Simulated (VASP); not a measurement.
Set up this calculation in VASP 6.6.1, as the native input.

* Task: relaxation of cell and atoms
* Functional: PBE
* Dispersion: D4
* Potentials or basis: VASP PAW PBE potentials, release 64 (C)
* Cutoff: 600 eV
* k mesh: 12 × 12 × 4
* Occupations: fermi-dirac, width 0.02 eV
* Spin: no spin polarisation
* Dipole correction: no
* Further INCAR settings: ALGO = Normal; EDIFF = 1e-07; IBRION = 2; EDIFFG = -0.005; NSW = 80; ISIF = 3

The structure of C lies in POSCAR:

```
C
1.0
    2.4650832226      0.0000000000      0.0000000000
   -1.2325416113      2.1348246932      0.0000000000
    0.0000000000      0.0000000000      6.7287803430
C
4
Direct
    0.0000000000      0.0000000000      0.2500000000
    0.0000000000      0.0000000000      0.7500000000
    0.3333333333      0.6666666667      0.2500000000
    0.6666666667      0.3333333333      0.7500000000
```

One way to write it, as run:

INCAR

```
  ALGO = Normal
  EDIFF = 1E-7
  EDIFFG = -0.005
  ENCUT = 600
  GGA = PE
  GGA_COMPAT = False
  IBRION = 2
  ISIF = 3
  ISMEAR = -1
  IVDW = 13
  LASPH = True
  LCHARG = False
  LREAL = False
  LWAVE = False
  NELM = 120
  NELMIN = 4
  NSW = 80
  PREC = Accurate
  SIGMA = 0.02
```

KPOINTS

```
k-points
0
Gamma
  12 12 4
```

Potentials or basis: VASP PAW PBE potentials, release 64 (C).

Launch:

```console
$ cat potpaw_PBE.64/C/POTCAR > POTCAR
$ mpirun -np 1 vasp_std > vasp.out
```

Results of the run:

```json
{
 "Relaxed volume": "8.66 Å³/atom",
 "Relaxed cell": "a = 2.460 Å, b = 2.460 Å, c = 6.606 Å, α = 90.00°, β = 90.00°, γ = 120.00°",
 "Space group after relaxing (to 0.1 Å)": "P6_3/mmc (No. 194)",
 "Energy gained by relaxing": "0.7 meV/atom",
 "Ionic steps": "6",
 "Pressure after relaxing": "0.0 GPa",
 "Band gap on the k mesh": "zero (bands 8 and 9 overlap by 0.02 eV)",
 "Dispersion energy per atom": "-0.179 eV"
}
```

Run time: 88 s on 1 thread of Intel(R) Xeon(R) Platinum 8259CL CPU @ 2.50GHz (Skylake/Cascade Lake), on a shared host, peak memory 0.16 GiB.
